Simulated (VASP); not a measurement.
# TaN (Fm-3m) in VASP: a series of runs

The runs below take TaN through single point, with PBE.

Program: VASP 6.6.1. These are calculated values, not measurements. Logs are shortened: lines on timing, memory, paths and dates and some standing lists are left out, and cuts for length are marked.

## (1) The cell of the first run

Symmetry: Fm-3m, No. 225, cubic system. Conventional cell: a = 4.471 Å, b = 4.471 Å, c = 4.471 Å, α = 90.00°, β = 90.00°, γ = 90.00°. Ta (site symmetry m-3m) has 6 N at 2.24 Å within 3.0 Å. N (site symmetry m-3m) has 6 Ta at 2.24 Å within 3.0 Å.

## (2) Single point, PBE

Input file INCAR:

```
ALGO = Normal
EDIFF = 1E-6
ENCUT = 520
GGA = PE
ISIF = 2
ISMEAR = 1
LASPH = T
LCHARG = F
LREAL = F
LWAVE = F
NBANDS = 15
NELM = 60
PREC = Accurate
SIGMA = 0.15
```

Input file KPOINTS:

```
k-points
0
Gamma
  11 11 11
```

Input file POSCAR:

```
TaN
1.0
    0.0000000000      2.2356225527      2.2356225527
    2.2356225527      0.0000000000      2.2356225527
    2.2356225527      2.2356225527      0.0000000000
Ta N
1 1
Direct
    0.5000000000      0.5000000000      0.5000000000
    0.0000000000      0.0000000000      0.0000000000
```

Potentials or basis: VASP PAW PBE potentials, release 64 (Ta_pv, N).

Run with:

```console
cat potpaw_PBE.64/Ta_pv/POTCAR potpaw_PBE.64/N/POTCAR > POTCAR
mpirun -np 1 vasp_std > vasp.out
```

OUTCAR:

```text
EDIFF = 1E-6
   ENCUT = 520
   GGA = PE
   ISIF = 2
   ISMEAR = 1
   LASPH = T
   LREAL = F
   NELM = 60
   PREC = Accurate

 ion  position               nearest neighbor table
   1  0.500  0.500  0.500-   2 2.24   2 2.24   2 2.24   2 2.24   2 2.24   2 2.24
   2  0.000  0.000  0.000-   1 2.24   1 2.24   1 2.24   1 2.24   1 2.24   1 2.24

  LATTYP: Found a face centered cubic cell.
 ALAT       =     4.4712451054

  Lattice vectors:

 A1 = (   0.0000000000,   2.2356225527,   2.2356225527)
 A2 = (   2.2356225527,   0.0000000000,   2.2356225527)
 A3 = (   2.2356225527,   2.2356225527,   0.0000000000)

Analysis of symmetry for initial positions (statically):
=====================================================================
 Subroutine PRICEL returns:
 Original cell was already a primitive cell.

 Routine SETGRP: Setting up the symmetry group for a
 face centered cubic supercell.

 Subroutine GETGRP returns: Found 48 space group operations
 (whereof 48 operations were pure point group operations)
 out of a pool of 48 trial point group operations.

The static configuration has the point symmetry O_h .

Analysis of symmetry for dynamics (positions and initial velocities):
=====================================================================
 Subroutine PRICEL returns:
 Original cell was already a primitive cell.

 Routine SETGRP: Setting up the symmetry group for a
 face centered cubic supercell.

 Subroutine GETGRP returns: Found 48 space group operations
 (whereof 48 operations were pure point group operations)
 out of a pool of 48 trial point group operations.

The dynamic configuration has the point symmetry O_h .

 Subroutine INISYM returns: Found 48 space group operations
 (whereof 48 operations are pure point group operations),
 and found     1 'primitive' translations

----------------------------------------------------------------------------------------

                                     Primitive cell

  volume of cell :      22.3473

  direct lattice vectors                    reciprocal lattice vectors
     0.000000000  2.235622553  2.235622553    -0.223651349  0.223651349  0.223651349
     2.235622553  0.000000000  2.235622553     0.223651349 -0.223651349  0.223651349
     2.235622553  2.235622553  0.000000000     0.223651349  0.223651349 -0.223651349

  length of vectors
     3.161647734  3.161647734  3.161647734     0.387375500  0.387375500  0.387375500

  position of ions in fractional coordinates (direct lattice)
     0.500000000  0.500000000  0.500000000
     0.000000000  0.000000000  0.000000000

  ion indices of the primitive-cell ions
   primitive index   ion index
                 1           1
                 2           2

----------------------------------------------------------------------------------------

 KPOINTS: k-points

Automatic generation of k-mesh.
 Grid dimensions read from file:
 generate k-points for:   11   11   11

 Generating k-lattice:

  Cartesian coordinates                     Fractional coordinates (reciprocal lattice)
    -0.020331941  0.020331941  0.020331941     0.090909091  0.000000000  0.000000000
     0.020331941 -0.020331941  0.020331941     0.000000000  0.090909091  0.000000000
     0.020331941  0.020331941 -0.020331941     0.000000000  0.000000000  0.090909091

  Length of vectors
     0.035215955  0.035215955  0.035215955

  Shift w.r.t. Gamma in fractional coordinates (k-lattice)
     0.000000000  0.000000000  0.000000000

 Subroutine IBZKPT returns following result:
 ===========================================

 Found     56 irreducible k-points:

 Following reciprocal coordinates:
            Coordinates               Weight
  0.000000  0.000000  0.000000      1.000000
  0.090909  0.000000  0.000000      8.000000
  0.181818  0.000000  0.000000      8.000000
  0.272727  0.000000  0.000000      8.000000
  0.363636  0.000000  0.000000      8.000000
  0.454545  0.000000  0.000000      8.000000
[... 16 lines left out ...]
 -0.272727  0.181818  0.000000     24.000000
 -0.181818  0.181818  0.000000     12.000000
 [... further k-points ...]
   k-points           NKPTS =     56   k-points in BZ     NKDIM =     56   number of bands    NBANDS=     15
   number of dos      NEDOS =    301   number of ions     NIONS =      2
   total plane-waves  NPLWV =  13824
   dimension x,y,z NGX =    24 NGY =   24 NGZ =   24
   dimension x,y,z NGXF=    48 NGYF=   48 NGZF=   48
   ions per type =               1   1
   NGX,Y,Z   is equivalent  to a cutoff of  12.62, 12.62, 12.62 a.u.
   NGXF,Y,Z  is equivalent  to a cutoff of  25.24, 25.24, 25.24 a.u.
 SYSTEM =  unknown system
   PREC   = accura    normal or accurate (medium, high low for compatibility)
   ISTART =      0    job   : 0-new  1-cont  2-samecut
   ICHARG =      2    charge: 1-file 2-atom 10-const
   ISPIN  =      1    spin polarized calculation?
   LNONCOLLINEAR =      F non collinear calculations
   LSORBIT =      F    spin-orbit coupling
   LASPH  =      T    aspherical Exc in radial PAW
   ENCUT  =  520.0 eV  38.22 Ry    6.18 a.u.   5.88  5.88  5.88*2*pi/ulx,y,z
   NELM   =     60;   NELMIN=  2; NELMDL= -5     # of ELM steps
   EDIFF  = 0.1E-05   stopping-criterion for ELM
   LREAL  =      F    real-space projection
   EDIFFG = 0.1E-04   stopping-criterion for IOM
   NSW    =      0    number of steps for IOM
   IBRION =     -1    ionic relax: 0-MD 1-quasi-New 2-CG
   NFREE  =      0    steps in history (QN), initial steepest desc. (CG)
   ISIF   =      2    stress and relaxation
   ISYM   =      2    0-nonsym 1-usesym 2-fastsym
   POTIM  = 0.5000    time-step for ionic-motion
   TEBEG  =    0.0;   TEEND  =   0.0 temperature during run
   PSTRESS=    0.0 pullay stress
   NELECT =      16.0000    total number of electrons
   NUPDOWN=      -1.0000    fix difference up-down
   EMIN   =  10.00;   EMAX   =-10.00  energy-range for DOS
   EFERMI =   0.00;   METHOD = LEGACY
   ISMEAR =     1;   SIGMA  =   0.15  broadening in eV -4-tet -1-fermi 0-gaus
   EFERMI_NEDOS =   21; number of points for ismear=-14 and -15
   IALGO  =     38    algorithm
   IMIX   =      4    mixing-type and parameters
     AMIX     =   0.40;   BMIX     =  1.00
     AMIX_MAG =   1.60;   BMIX_MAG =  1.00
  volume/ion in A,a.u.               =      11.17        75.40
  Fermi-wavevector in a.u.,A,eV,Ry     =   1.464557  2.767612 29.183515  2.144928
  Thomas-Fermi vector in A             =   2.580519
   LORBIT       =      0    0 simple, 1 ext, 2 COOP (PROOUT), +10 PAW based schemes
   GGA     = PE    functional components
   LHFCALC =     F    Hartree Fock is set to
   AEXX    =    0.0000 exact exchange contribution
   IVDW    =     0    specifies the selected vdW correction
   LEPSILON=     F    determine dielectric tensor
   LRPA    =     F    only Hartree local field effects (RPA)
 non-spin polarized calculation
 Methfessel and Paxton  Order N= 1 SIGMA  =   0.15
  energy-cutoff  :      520.00
  volume of cell :       22.35
 maximum number of plane-waves:       612
   NGX = 11   NGY = 11   NGZ = 11

 number of electron      16.0000001 magnetization

 Free energy of the ion-electron system (eV)
  ---------------------------------------------------
  ext. energy  EPLUGINS =         0.00000000
  ---------------------------------------------------
  free energy    TOTEN  =       -21.79525322 eV

  energy without entropy =      -21.79750858  energy(sigma->0) =      -21.79600500

 E-fermi :   9.0322     XC(G=0): -13.1641

 val. band max:        8.9388305209   @ k =  -0.3636   0.2727   0.0909
 cond. band min:       9.0398381979   @ k =   0.0000   0.0000   0.0000
 fundamental gap:      0.1010076770
 Fermi energy:         9.0322135673

 k-point     1 :       0.0000    0.0000    0.0000
  band No.  band energies     occupation
      1     -26.8859      2.00000
      2     -26.8859      2.00000
      3     -26.8859      2.00000
      4      -9.4633      2.00000
      5       5.3083      2.00000
      6       5.3083      2.00000
      7       5.3083      2.00000
      8       7.0153      2.00000
      9       7.0153      2.00000
     10       7.0153      2.00000
     11       9.0398      0.91409
     12       9.0398      0.91407
     13      10.0940     -0.00000
     14      18.3719      0.00000
     15      21.2395      0.00000

 k-point     2 :       0.0909    0.0000    0.0000
  band No.  band energies     occupation
      1     -26.9453      2.00000
      2     -26.8915      2.00000
      3     -26.8915      2.00000
      4      -9.2830      2.00000
      5       4.3846      2.00000
      6       4.7097      2.00000
      7       4.7097      2.00000
      8       7.3001      2.00000
      9       7.3001      2.00000
     10       7.3611      2.00000
     11       9.7653     -0.00000
     12       9.7653     -0.00000
     13      10.6971     -0.00000
     14      18.9409      0.00000
     15      21.2394      0.00000

 k-point     3 :       0.1818    0.0000    0.0000
  band No.  band energies     occupation
      1     -27.1015      2.00000
      2     -26.9066      2.00000
      3     -26.9066      2.00000
      4      -8.7823      2.00000
      5       2.7854      2.00000
      6       3.6852      2.00000
      7       3.6852      2.00000
      8       7.8036      2.00000
      9       7.9492      2.00000
     10       7.9492      2.00000
     11      11.3226     -0.00000
     12      11.3226     -0.00000
     13      11.9967     -0.00000
     14      20.3115      0.00000
     15      21.2388      0.00000
[... 343 lines left out ...]
 k-point    23 :      -0.2727    0.1818    0.0000
  band No.  band energies     occupation
      1     -27.3898      2.00000
      2     -27.0914      2.00000
      3     -26.9420      2.00000
      4      -7.4724      2.00000
      5       0.2829      2.00000
      6       2.1177      2.00000
      7       2.6673      2.00000
      8       9.1200      0.17369
      9       9.1647     -0.01677
     10      10.8152     -0.00000
     11      11.7162     -0.00000
     12      15.1448      0.00000
     13      15.6987      0.00000
     14      20.0948      0.00000
     15      21.2541      0.00000

 k-point    24 :      -0.1818    0.1818    0.0000
  band No.  band energies     occupation
      1     -27.2771      2.00000
      2     -27.0366      2.00000
      3     -26.9160      2.00000
      4      -7.9700      2.00000
      5       1.0380      2.00000
      6       2.4656      2.00000
      7       3.1656      2.00000
      8       8.3397      2.00000
      9       8.7006      2.00763
     10      10.2608     -0.00000
     11      10.6501     -0.00000
     12      14.2378      0.00000
     13      14.5087      0.00000
     14      21.2198      0.00000
     15      21.8423      0.00000

 [... further k-points ...]

------------------------ aborting loop because EDIFF is reached ----------------------------------------

  FORCE on cell =-STRESS in cart. coord.  units (eV):
  Direction    XX          YY          ZZ          XY          YZ          ZX
  --------------------------------------------------------------------------------------
  -------------------------------------------------------------------------------------
  Total       -1.4626407     -1.4626407     -1.4626407      0.0000000      0.0000000      0.0000000
  in kB     -104.8631231   -104.8631231   -104.8631231      0.0000000      0.0000000      0.0000000
  external PRESSURE =    -104.8631231 kB  Pullay stress =       0.0000000 kB

 VOLUME and BASIS-vectors are now :
 -----------------------------------------------------------------------------
  energy-cutoff  :      520.00
  volume of cell :       22.35
      direct lattice vectors                 reciprocal lattice vectors
     0.000000000  2.235622553  2.235622553    -0.223651349  0.223651349  0.223651349
     2.235622553  0.000000000  2.235622553     0.223651349 -0.223651349  0.223651349
     2.235622553  2.235622553  0.000000000     0.223651349  0.223651349 -0.223651349

 POSITION                                       TOTAL-FORCE (eV/Angst)
 -----------------------------------------------------------------------------------
      2.23562      2.23562      2.23562         0.000000     -0.000000      0.000000
      0.00000      0.00000      0.00000        -0.000000      0.000000     -0.000000
 -----------------------------------------------------------------------------------
    total drift:                                0.000000     -0.000000     -0.000000

  FREE ENERGIE OF THE ION-ELECTRON SYSTEM (eV)
  ---------------------------------------------------
  free  energy   TOTEN  =       -21.7952532181 eV

  energy  without entropy=      -21.7975085782  energy(sigma->0) =      -21.79600500
```

Run time: 11 s. Hardware: 1 thread of Intel Xeon Platinum 8488C (Sapphire Rapids), shared host; peak memory 0.15 GiB.

What came out:

```
Free energy            : -21.7953 eV
Pressure               : -10.5 GPa
Band gap on the k mesh : zero (band 8 reaches 10.54 eV, above the bottom of band 9 at 7.02 eV)
```

Levels at points of the mesh, in eV from the Fermi level:
| k point | band 4 | band 5 | band 6 | band 7 | band 8 | band 9 | band 10 | band 11 | band 12 | band 13 |
| --- | --- | --- | --- | --- | --- | --- | --- | --- | --- | --- |
| (0.00, 0.00, 0.00) | -18.50 | -3.72 | -3.72 | -3.72 | -2.02 | -2.02 | -2.02 | 0.01 | 0.01 | 1.06 |

Caveat: spin-orbit coupling is left out, which moves the levels of the heavy elements.

(Continued in part 2 of 2.)
